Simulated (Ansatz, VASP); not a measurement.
**Hf: VASP beside Ansatz**

```xyz
5
Lattice="3.1174 0.0000 0.0000 -1.5587 2.6997 0.0000 0.0000 0.0000 25.8992" Properties=species:S:1:pos:R:3 pbc="T T T"
Hf    0.0000    0.0000    8.1002
Hf    0.0000    1.7998   10.4241
Hf    0.0000    0.0000   12.9496
Hf    0.0000    1.7998   15.4751
Hf    0.0000    0.0000   17.7990
```

Alike in both runs: functional LDA; k mesh 15 × 15 × 1; occupations fermi-dirac, width 0.1 eV; no spin polarisation.

Ansatz relaxed the structure, and its values are those at the end. VASP's run is a single point on that final structure, the one shown.

|  | VASP | Ansatz |
| --- | --- | --- |
| version | VASP 6.6.1 | Ansatz 0.2.0 |
| potentials or method | VASP PAW LDA potentials, release 64 (Hf_pv), cutoff 520 eV | all-electron LAPW, scalar-relativistic |

|  | VASP | Ansatz | Ansatz less VASP |
| --- | --- | --- | --- |
| rms of the force components (eV/Å) | 0.008 | 0.000 | -0.0076 |

LDA's correlation is that of Perdew and Zunger in VASP and of Perdew and Wang (1992) in Ansatz. Ansatz ran all-electron here, and VASP with PAW potentials.

Spin-orbit coupling is off throughout.
